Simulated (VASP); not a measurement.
# Ni (Im-3m) in VASP: single point with LDA

Aim: the single point of Ni with LDA.

All numbers are computed with VASP 6.6.1; they aren't measurements. Logs are shortened: lines on timing, memory, paths and dates and some standing lists are left out, and cuts for length are marked.

## (1) The cell of the first run

Symmetry: Im-3m, No. 229, cubic system. The conventional cell has a = 2.718 Å, b = 2.718 Å, c = 2.718 Å, α = 90.00°, β = 90.00°, γ = 90.00°. Within 3.1 Å of Ni (site symmetry m-3m) lie 14 Ni at 2.35 to 2.72 Å.

This isn't the form of Ni at room conditions, which is fcc.

## (2) Single point, LDA, collinear spin, antiferromagnetic start

File INCAR:

```
PREC = Accurate ; ENCUT = 520
EDIFF = 1E-6 ; ISMEAR = -1
SIGMA = 0.05 ; LREAL = False
LASPH = True ; NELM = 150
ALGO = Normal ; ISIF = 2
LWAVE = False ; LCHARG = True
ISPIN = 2 ; MAGMOM = 0.8 -0.8
LORBIT = 11 ; LMAXMIX = 4
LELF = True ; LVHAR = True
NBANDS = 21
```

File KPOINTS:

```
regular mesh
0
Gamma
  19 19 19
```

File POSCAR:

```
Ni
1.0
    2.7179771657      0.0000000000      0.0000000000
    0.0000000000      2.7179771657      0.0000000000
    0.0000000000      0.0000000000      2.7179771657
Ni
2
Direct
    0.0000000000      0.0000000000      0.0000000000
    0.5000000000      0.5000000000      0.5000000000
```

Potentials or basis: VASP PAW LDA potentials, release 64 (Ni).

On the command line:

```
$ cat potpaw_LDA.64/Ni/POTCAR > POTCAR
$ mpirun -np 1 vasp_std > vasp.out
```

OUTCAR:

```text
PREC = Accurate
   ENCUT = 520
   EDIFF = 1E-6
   ISMEAR = -1
   LREAL = False
   LASPH = True
   NELM = 150
   ISIF = 2
   ISPIN = 2
   LORBIT = 11

 ion  position               nearest neighbor table
   1  0.000  0.000  0.000-   2 2.35   2 2.35   2 2.35   2 2.35   2 2.35   2 2.35   2 2.35   2 2.35

   2  0.500  0.500  0.500-   1 2.35   1 2.35   1 2.35   1 2.35   1 2.35   1 2.35   1 2.35   1 2.35

  LATTYP: Found a simple cubic cell.
 ALAT       =     2.7179771657

  Lattice vectors:

 A1 = (   2.7179771657,   0.0000000000,   0.0000000000)
 A2 = (   0.0000000000,   2.7179771657,   0.0000000000)
 A3 = (   0.0000000000,   0.0000000000,   2.7179771657)

Analysis of symmetry for initial positions (statically):
=====================================================================
 Subroutine PRICEL returns following result:

  LATTYP: Found a body centered cubic cell.
 ALAT       =     2.7179771657

  Lattice vectors:

 A1 = (   1.3589885828,   1.3589885829,  -1.3589885828)
 A2 = (  -1.3589885828,   1.3589885828,   1.3589885828)
 A3 = (   1.3589885828,  -1.3589885828,   1.3589885829)

   2 primitive cells build up your supercell.

 Routine SETGRP: Setting up the symmetry group for a
 simple cubic supercell.

 Subroutine GETGRP returns: Found 48 space group operations
 (whereof 48 operations were pure point group operations)
 out of a pool of 48 trial point group operations.

The static configuration has the point symmetry O_h .

Analysis of symmetry for dynamics (positions and initial velocities):
=====================================================================
 Subroutine PRICEL returns following result:

  LATTYP: Found a body centered cubic cell.
 ALAT       =     2.7179771657

  Lattice vectors:

 A1 = (   1.3589885828,   1.3589885829,  -1.3589885828)
 A2 = (  -1.3589885828,   1.3589885828,   1.3589885828)
 A3 = (   1.3589885828,  -1.3589885828,   1.3589885829)

   2 primitive cells build up your supercell.

 Routine SETGRP: Setting up the symmetry group for a
 simple cubic supercell.

 Subroutine GETGRP returns: Found 48 space group operations
 (whereof 48 operations were pure point group operations)
 out of a pool of 48 trial point group operations.

The dynamic configuration has the point symmetry O_h .

Analysis of structural, dynamic, and magnetic symmetry:
=====================================================================
 Subroutine PRICEL returns following result:

  LATTYP: Found a body centered cubic cell.
 ALAT       =     2.7179771657

  Lattice vectors:

 A1 = (   1.3589885828,   1.3589885829,  -1.3589885828)
 A2 = (  -1.3589885828,   1.3589885828,   1.3589885828)
 A3 = (   1.3589885828,  -1.3589885828,   1.3589885829)

   2 primitive cells build up your supercell.

 Routine SETGRP: Setting up the symmetry group for a
 simple cubic supercell.

 Subroutine GETGRP returns: Found 48 space group operations
 (whereof 48 operations were pure point group operations)
 out of a pool of 48 trial point group operations.

The overall configuration has the point symmetry O_h .

 Subroutine INISYM returns: Found 48 space group operations
 (whereof 48 operations are pure point group operations),
 and found     2 'primitive' translations

----------------------------------------------------------------------------------------

                                     Primitive cell

  volume of cell :      10.0394

  direct lattice vectors                    reciprocal lattice vectors
     1.358988583  1.358988583 -1.358988583     0.367920677  0.367920677  0.000000000
    -1.358988583  1.358988583  1.358988583    -0.000000000  0.367920677  0.367920677
     1.358988583 -1.358988583  1.358988583     0.367920677  0.000000000  0.367920677

  length of vectors
     2.353837272  2.353837272  2.353837272     0.520318412  0.520318412  0.520318412

  position of ions in fractional coordinates (direct lattice)
     0.000000000  0.000000000  0.000000000

  ion indices of the primitive-cell ions
   primitive index   ion index
                 1           1

----------------------------------------------------------------------------------------

 KPOINTS: regular mesh

Automatic generation of k-mesh.
 Grid dimensions read from file:
 generate k-points for:   19   19   19

 Generating k-lattice:

  Cartesian coordinates                     Fractional coordinates (reciprocal lattice)
     0.019364246  0.000000000  0.000000000     0.052631579  0.000000000  0.000000000
     0.000000000  0.019364246  0.000000000     0.000000000  0.052631579  0.000000000
     0.000000000  0.000000000  0.019364246     0.000000000  0.000000000  0.052631579

  Length of vectors
     0.019364246  0.019364246  0.019364246

  Shift w.r.t. Gamma in fractional coordinates (k-lattice)
     0.000000000  0.000000000  0.000000000

 Subroutine IBZKPT returns following result:
 ===========================================

 Found    220 irreducible k-points:

 Following reciprocal coordinates:
            Coordinates               Weight
  0.000000  0.000000  0.000000      1.000000
  0.052632  0.000000  0.000000      6.000000
  0.105263  0.000000  0.000000      6.000000
  0.157895  0.000000  0.000000      6.000000
  0.210526  0.000000  0.000000      6.000000
  0.263158  0.000000  0.000000      6.000000
[... 16 lines left out ...]
  0.263158  0.105263  0.000000     24.000000
  0.315789  0.105263  0.000000     24.000000
 [... further k-points ...]
   k-points           NKPTS =    220   k-points in BZ     NKDIM =    220   number of bands    NBANDS=     21
   number of dos      NEDOS =    301   number of ions     NIONS =      2
   total plane-waves  NPLWV =   8000
   dimension x,y,z NGX =    20 NGY =   20 NGZ =   20
   dimension x,y,z NGXF=    40 NGYF=   40 NGZF=   40
   ions per type =               2
   NGX,Y,Z   is equivalent  to a cutoff of  12.23, 12.23, 12.23 a.u.
   NGXF,Y,Z  is equivalent  to a cutoff of  24.47, 24.47, 24.47 a.u.
 SYSTEM =  unknown system
   PREC   = accura    normal or accurate (medium, high low for compatibility)
   ISTART =      0    job   : 0-new  1-cont  2-samecut
   ICHARG =      2    charge: 1-file 2-atom 10-const
   ISPIN  =      2    spin polarized calculation?
   LNONCOLLINEAR =      F non collinear calculations
   LSORBIT =      F    spin-orbit coupling
   LASPH  =      T    aspherical Exc in radial PAW
   ENCUT  =  520.0 eV  38.22 Ry    6.18 a.u.   5.05  5.05  5.05*2*pi/ulx,y,z
   NELM   =    150;   NELMIN=  2; NELMDL= -5     # of ELM steps
   EDIFF  = 0.1E-05   stopping-criterion for ELM
   LREAL  =      F    real-space projection
   EDIFFG = 0.1E-04   stopping-criterion for IOM
   NSW    =      0    number of steps for IOM
   IBRION =     -1    ionic relax: 0-MD 1-quasi-New 2-CG
   NFREE  =      0    steps in history (QN), initial steepest desc. (CG)
   ISIF   =      2    stress and relaxation
   ISYM   =      2    0-nonsym 1-usesym 2-fastsym
   POTIM  = 0.5000    time-step for ionic-motion
   TEBEG  =    0.0;   TEEND  =   0.0 temperature during run
   PSTRESS=    0.0 pullay stress
   NELECT =      20.0000    total number of electrons
   NUPDOWN=      -1.0000    fix difference up-down
   EMIN   =  10.00;   EMAX   =-10.00  energy-range for DOS
   EFERMI =   0.00;   METHOD = LEGACY
   ISMEAR =    -1;   SIGMA  =   0.05  broadening in eV -4-tet -1-fermi 0-gaus
   EFERMI_NEDOS =   21; number of points for ismear=-14 and -15
   IALGO  =     38    algorithm
   IMIX   =      4    mixing-type and parameters
     AMIX     =   0.40;   BMIX     =  1.00
     AMIX_MAG =   1.60;   BMIX_MAG =  1.00
  volume/ion in A,a.u.               =      10.04        67.75
  Fermi-wavevector in a.u.,A,eV,Ry     =   1.634955  3.089616 36.369413  2.673076
  Thomas-Fermi vector in A             =   2.726508
   LORBIT       =     11    0 simple, 1 ext, 2 COOP (PROOUT), +10 PAW based schemes
   GGA     = CA    functional components
   LHFCALC =     F    Hartree Fock is set to
   AEXX    =    0.0000 exact exchange contribution
   IVDW    =     0    specifies the selected vdW correction
   LEPSILON=     F    determine dielectric tensor
   LRPA    =     F    only Hartree local field effects (RPA)
 spin polarized calculation
  energy-cutoff  :      520.00
  volume of cell :       20.08
 maximum number of plane-waves:       554
   NGX = 11   NGY = 11   NGZ = 11

 number of electron      20.0000042 magnetization      -0.0000000

 number of electron      20.0000042 magnetization       0.0000000

 Free energy of the ion-electron system (eV)
  ---------------------------------------------------
  ext. energy  EPLUGINS =         0.00000000
  ---------------------------------------------------
  free energy    TOTEN  =       -12.97634669 eV

  energy without entropy =      -12.94555009  energy(sigma->0) =      -12.96094839

 E-fermi :  10.0528     XC(G=0): -14.0928

 val. band max:       10.0516520150   @ k =   0.3158   0.2632   0.1579
 cond. band min:      10.0545863122   @ k =   0.3158   0.1579   0.1053
 fundamental gap:      0.0029342972
 Fermi energy:        10.0527718520

 spin component 1

 k-point     1 :       0.0000    0.0000    0.0000
  band No.  band energies     occupation
      1       0.6940      1.00000
      2       5.6274      1.00000
      3       5.6274      1.00000
      4       7.9091      1.00000
      5       7.9091      1.00000
      6       7.9091      1.00000
[... 550 lines left out ...]
      5       7.8515      1.00000
      6       8.7084      1.00000
[... 13 lines left out ...]
     20      37.1176      0.00000
     21      40.0048      0.00000

 [... further k-points ...]

 spin component 2

 k-point     1 :       0.0000    0.0000    0.0000
  band No.  band energies     occupation
      1       0.6940      1.00000
      2       5.6274      1.00000
      3       5.6274      1.00000
      4       7.9091      1.00000
      5       7.9091      1.00000
      6       7.9091      1.00000
[... 550 lines left out ...]
      5       7.8515      1.00000
      6       8.7084      1.00000
[... 13 lines left out ...]
     20      37.1176      0.00000
     21      40.0048      0.00000

 [... further k-points ...]

------------------------ aborting loop because EDIFF is reached ----------------------------------------

  FORCE on cell =-STRESS in cart. coord.  units (eV):
  Direction    XX          YY          ZZ          XY          YZ          ZX
  --------------------------------------------------------------------------------------
  -------------------------------------------------------------------------------------
  Total       -0.0013487     -0.0013487     -0.0013487     -0.0000000     -0.0000000     -0.0000000
  in kB       -0.1076215     -0.1076215     -0.1076215     -0.0000000     -0.0000000     -0.0000000
  external PRESSURE =      -0.1076215 kB  Pullay stress =       0.0000000 kB

 VOLUME and BASIS-vectors are now :
 -----------------------------------------------------------------------------
  energy-cutoff  :      520.00
  volume of cell :       20.08
      direct lattice vectors                 reciprocal lattice vectors
     2.717977166  0.000000000  0.000000000     0.367920677  0.000000000  0.000000000
     0.000000000  2.717977166  0.000000000     0.000000000  0.367920677  0.000000000
     0.000000000  0.000000000  2.717977166     0.000000000  0.000000000  0.367920677

 POSITION                                       TOTAL-FORCE (eV/Angst)
 -----------------------------------------------------------------------------------
      0.00000      0.00000      0.00000        -0.000000     -0.000000     -0.000000
      1.35899      1.35899      1.35899         0.000000      0.000000      0.000000
 -----------------------------------------------------------------------------------
    total drift:                               -0.000000      0.000000      0.000000

  FREE ENERGIE OF THE ION-ELECTRON SYSTEM (eV)
  ---------------------------------------------------
  free  energy   TOTEN  =       -12.9763466883 eV

  energy  without entropy=      -12.9455500877  energy(sigma->0) =      -12.96094839

 total charge

# of ion       s       p       d       tot
------------------------------------------
    1        0.527   0.561   8.389   9.477
    2        0.527   0.561   8.389   9.477
--------------------------------------------------
tot          1.055   1.121  16.779  18.955

 magnetization (x)

# of ion       s       p       d       tot
------------------------------------------
    1        0.000   0.000   0.000   0.000
    2       -0.000  -0.000  -0.000  -0.000
--------------------------------------------------
tot          0.000   0.000   0.000   0.000
```

It took 79 s on 1 thread of Intel Xeon Platinum 8375C at 2.90GHz (Ice Lake), shared host; peak memory 0.22 GiB.

Results:

```yaml
Free_energy: -12.9763 eV
Pressure: 0.0 GPa
Band_gap_on_the_k_mesh: zero (filled and empty bands overlap)
Net_moment: 0.00 μB per cell
Valence_electrons_inside_the_program's_atomic_spheres: Ni 9.48
```

Caveat: the moments typed at the start vanished in this run.
